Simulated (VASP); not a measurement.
Wanted: the native input for a VASP 6.6.1 run.

```yaml
Task: single point
Functional: PBE
Potentials_or_basis: VASP PAW PBE potentials, release 64 (Li_sv, H)
Cutoff: 520 eV
k_mesh: 10 × 10 × 10
Occupations: fermi-dirac, width 0.02 eV
Spin: no spin polarisation
Dipole_correction: no
Further_INCAR_settings: ALGO = Normal; EDIFF = 1e-06; NBANDS = 9
```

The structure of LiH lies in POSCAR:

```
LiH
1.0
    2.4183534767      0.0000000000      0.0000000000
    0.0000000000      2.4183534767      0.0000000000
    0.0000000000      0.0000000000      2.4183534767
Li H
1 1
Direct
    0.0000000000      0.0000000000      0.0000000000
    0.5000000000      0.5000000000      0.5000000000
```

This cell differs from its parent crystal: strain -3.3%.

The input as run:

INCAR

```
SYSTEM = LiH
PREC     = Accurate       ! precision mode
ENCUT    = 520            ! plane-wave cutoff, eV
EDIFF    = 1E-6           ! SCF threshold, eV
ISMEAR   = -1             ! smearing method
SIGMA    = 0.02           ! smearing width, eV
LREAL    = .False.        ! projectors in reciprocal space
LASPH    = .True.         ! aspherical terms in the spheres
NELM     = 100            ! most SCF steps
ALGO     = Normal         ! electronic algorithm
ISIF     = 2              ! what is computed and relaxed
LWAVE    = .False.        ! write WAVECAR
LCHARG   = .False.        ! write CHGCAR
GGA      = PE             ! functional
NBANDS   = 9              ! bands
```

KPOINTS

```
Automatic mesh
0
Gamma
  10 10 10
  0 0 0
```

Potentials or basis: VASP PAW PBE potentials, release 64 (Li_sv, H).

Launch:

```sh
$ cat potpaw_PBE.64/Li_sv/POTCAR potpaw_PBE.64/H/POTCAR > POTCAR
$ mpirun -np 1 vasp_std > vasp.out
```

Results of the run:

```yaml
Band_gap_on_the_k_mesh: 0.71 eV, indirect (least direct gap 4.29 eV)
```

Caveat: the cell differs from its parent crystal (strain -3.3%).

It took 3.2 s on 1 thread of Intel(R) Xeon(R) Platinum 8488C (Sapphire Rapids), with other jobs on the host, peak memory 0.11 GiB.
